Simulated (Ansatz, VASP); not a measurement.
## SnO2: VASP beside Ansatz

```
Sn O
1.0
     1.61709    0.93363    5.05262
    -1.61709    0.93363    5.05262
     0.00000   -1.86726    5.05262
Sn O
1 2
Direct
  0.50000 0.50000 0.50000
  0.23717 0.23717 0.23717
  0.76283 0.76283 0.76283
```

Change from the starting cell: strain +0.0525 x Voigt [0, 0, 1, 0, 0, 0], atoms carried along.

Alike in both runs: task single point; functional LDA; k mesh 12 × 12 × 12; occupations gaussian, width 0.05 eV; no spin polarisation.

|  | VASP | Ansatz |
| --- | --- | --- |
| version | VASP 6.6.1 | Ansatz 0.2.0 |
| potentials or method | VASP PAW LDA potentials, release 64 (Sn_d, O), cutoff 520 eV | scalar-relativistic, plane waves, PAW |
| valence electrons in the cell | 26 | 26 |

|  | VASP | Ansatz | Ansatz less VASP |
| --- | --- | --- | --- |
| gap on the k mesh at the Fermi level (eV) | 1.79 | 1.80 | +0.006 |
| least direct gap on the mesh (eV) | 1.92 | 1.92 | 0.000 |
| pressure (GPa) | -11.7 | -12.3 | -0.58 |
| traceless stress, the component that is largest in VASP (GPa) | 0.09 | 0.47 | +0.381 |
| rms of the force components (eV/Å) | 0.598 | 0.626 | +0.0274 |

LDA's correlation is that of Perdew and Zunger in VASP and of Perdew and Wang (1992) in Ansatz. Atom by atom the forces differ by 0.027 eV/Å (rms over components).
